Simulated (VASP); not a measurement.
Write the native input for VASP 6.6.1 that does the following.

| Quantity | Value |
| --- | --- |
| Task | single point |
| Functional | PBE |
| Potentials or basis | VASP PAW PBE potentials, release 64 (Si, P) |
| Cutoff | 500 eV |
| k mesh | 3 × 3 × 3 |
| Occupations | gaussian, width 0.2 eV |
| Spin | no spin polarisation |
| Dipole correction | no |
| Further INCAR settings | ALGO = Normal; EDIFF = 1e-06; NBANDS = 24 |

The structure of SiP5 lies in POSCAR:

```
SiP5
1.0
    3.9040358584      2.2539961538      2.3063224719
   -3.9040358584      2.2539961538      2.3063224719
    0.0000000000     -4.5079923076      2.3063224719
Si P
1 5
Direct
    0.5000000000      0.5000000000      0.5000000000
    0.0000000000      0.0000000000      0.5000000000
    0.5000000000      0.0000000000      0.0000000000
    0.0000000000      0.5000000000      0.0000000000
    0.1752497549      0.1752497549      0.1752497549
    0.8247502451      0.8247502451      0.8247502451
```

These files were run (other wordings do the same):

INCAR

```
PREC = Accurate ; ENCUT = 500
EDIFF = 1E-6 ; ISMEAR = 0
SIGMA = 0.2 ; LREAL = False
LASPH = True ; NELM = 120
ALGO = Normal ; ISIF = 2
LWAVE = False ; LCHARG = False
GGA = PE ; NBANDS = 24
GGA_COMPAT = False
```

KPOINTS

```
Automatic mesh
0
Gamma
  3 3 3
```

Potentials or basis: VASP PAW PBE potentials, release 64 (Si, P).

Command:

```sh
$ cat potpaw_PBE.64/Si/POTCAR potpaw_PBE.64/P/POTCAR > POTCAR
$ mpirun -np 1 vasp_std > vasp.out
```

It gave:

```json
{
  "Pressure": "0.1 GPa",
  "Largest force": "0.038 eV/Å"
}
```

Caveat: the k points lie up to 0.43 Å⁻¹ apart.

Wall time 34 s on 1 thread of Intel Xeon 8259CL (shared host), peak memory 0.23 GiB.
